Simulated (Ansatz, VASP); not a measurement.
**Two plane-wave programs on Pt**

```xyz
2
Lattice="2.7252 0.0000 0.0000 -1.3626 2.3601 0.0000 0.0000 0.0000 4.5342" Properties=species:S:1:pos:R:3 pbc="T T T"
Pt    1.3626    0.7867    3.4006
Pt    0.0000    1.5734    1.1335
```

Change from the starting cell: engineering shear strain xy +0.0000, normal strain along z -0.0367.

Alike in both runs: task single point; functional PBEsol; k mesh 18 × 18 × 10; occupations gaussian, width 0.15 eV; no spin polarisation.

```csv
,VASP,Ansatz
version,VASP 6.6.1,Ansatz 0.2.0
potentials or method,"VASP PAW PBE potentials, release 64 (Pt), cutoff 520 eV","scalar-relativistic, plane waves, PAW"
valence electrons in the cell,20,36
```

|  | VASP | Ansatz | Ansatz less VASP |
| --- | --- | --- | --- |
| gap on the k mesh at the Fermi level (eV) | none | none | - |
| pressure (GPa) | 11.0 | 11.3 | +0.39 |
| traceless stress, the component that is largest in VASP (GPa) | 4.52 | 4.64 | +0.114 |

VASP's potentials were made for PBE, not for PBEsol. A gap of «none» marks a metal or a gap that the smearing closes. VASP's potentials hold 20 valence electrons a cell and Ansatz's 36, so a difference there can come from the potentials and not from the codes.

Spin-orbit coupling is off throughout.
